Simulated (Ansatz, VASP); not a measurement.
**Two plane-wave programs on InAs**

```
In As
1.0
     0.00000    2.87730    2.87730
     2.87730    0.00000    2.87730
     2.87730    2.87730    0.00000
In As
1 1
Direct
  0.50000 0.50000 0.50000
  0.00000 0.00000 0.00000
```

Alike in both runs: task relaxation of cell and atoms; functional revPBE; dispersion D3(BJ); k mesh 8 × 8 × 8; occupations fermi-dirac, width 0.05 eV; no spin polarisation.

|  | VASP | Ansatz |
| --- | --- | --- |
| version | VASP 6.6.1 | Ansatz 0.2.0 |
| potentials or method | VASP PAW PBE potentials, release 64 (In_d, As) | Ansatz PAW |
| plane-wave cutoff (eV) | 600 | 420 |
| valence electrons in the cell | 18 | 28 |

|  | VASP | Ansatz | Ansatz less VASP |
| --- | --- | --- | --- |
| gap on the k mesh at the Fermi level, each at its own relaxed structure (eV) | none | none | - |
| relaxed volume (Å³/atom) | 22.46 | 22.43 | -0.025 |
| relaxed length of the cell vector where the two differ most in proportion (Å) | 3.990 | 3.989 | -0.0015 |

VASP's potentials were made for PBE, not for revPBE. A gap of «none» marks a metal or a gap that the smearing closes. VASP's potentials hold 18 valence electrons a cell and Ansatz's 28, so a difference there can come from the potentials and not from the codes.

Noted on Ansatz's run: the plane-wave basis is chosen anew once the cell has moved, so the energies of steps on either side of that aren't comparable.
